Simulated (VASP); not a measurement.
Here is a VASP 6.6.1 calculation.

File POSCAR:

```
AlN
1.0
    3.1110021516      0.0000000000      0.0000000000
   -1.5555010758      2.6942068945      0.0000000000
    0.0000000000      0.0000000000      4.9780000000
Al N
2 2
Direct
    0.3110633287      0.6221266574      0.0000000000
    0.6889366713      0.3778733426      0.5000000000
    0.3528455816      0.7056911632      0.3850000000
    0.6471544184      0.2943088368      0.8850000000
```

INCAR.step1

```
ALGO     = Normal         # electronic algorithm
EDIFF    = 1E-4           # SCF threshold, eV
ENCUT    = 520            # plane-wave cutoff, eV
GGA      = PE             # functional
ISMEAR   = 0              # smearing method
LASPH    = True           # aspherical terms in the spheres
LCHARG   = False          # write CHGCAR
LREAL    = False          # projectors in reciprocal space
LWAVE    = True           # write WAVECAR
NBANDS   = 16             # bands
NELM     = 80             # most SCF steps
PREC     = Accurate       # precision mode
SIGMA    = 0.05           # smearing width, eV
```

INCAR.step2

```
ALGO     = Normal         # electronic algorithm
EDIFF    = 1E-6           # SCF threshold, eV
ENCUT    = 520            # plane-wave cutoff, eV
ISIF     = 2              # what is computed and relaxed
ISMEAR   = 0              # smearing method
ISTART   = 1            
LASPH    = True           # aspherical terms in the spheres
LCHARG   = False          # write CHGCAR
LMIXTAU  = True         
LREAL    = False          # projectors in reciprocal space
LWAVE    = False          # write WAVECAR
METAGGA  = R2SCAN         # meta-GGA
NBANDS   = 16             # bands
NELM     = 80             # most SCF steps
PREC     = Accurate       # precision mode
SIGMA    = 0.05           # smearing width, eV
```

KPOINTS

```
k-points
0
Gamma
  12 12 6
```

Potentials or basis: VASP PAW PBE potentials, release 64 (Al, N).

The run is started by

```bash
$ cat potpaw_PBE.64/Al/POTCAR potpaw_PBE.64/N/POTCAR > POTCAR
$ cp INCAR.step1 INCAR
$ mpirun -np 1 vasp_std > vasp.out
$ cp INCAR.step2 INCAR
$ mpirun -np 1 vasp_std > vasp.out
```

What does it give for the largest force?

0.744 eV/Å.

Estimate the band gap on the k mesh.

4.67 eV.

Stress tensor (GPa, compression positive):
```
-0.79  0.00  0.00
 0.00 -1.40  0.00
 0.00  0.00 -1.76
```

Caveat: the cell differs from its parent crystal (atoms displaced along a vibrational mode); the PAW data sets were made with another functional, which shifts forces and pressure a little. A k mesh can miss the band edges.
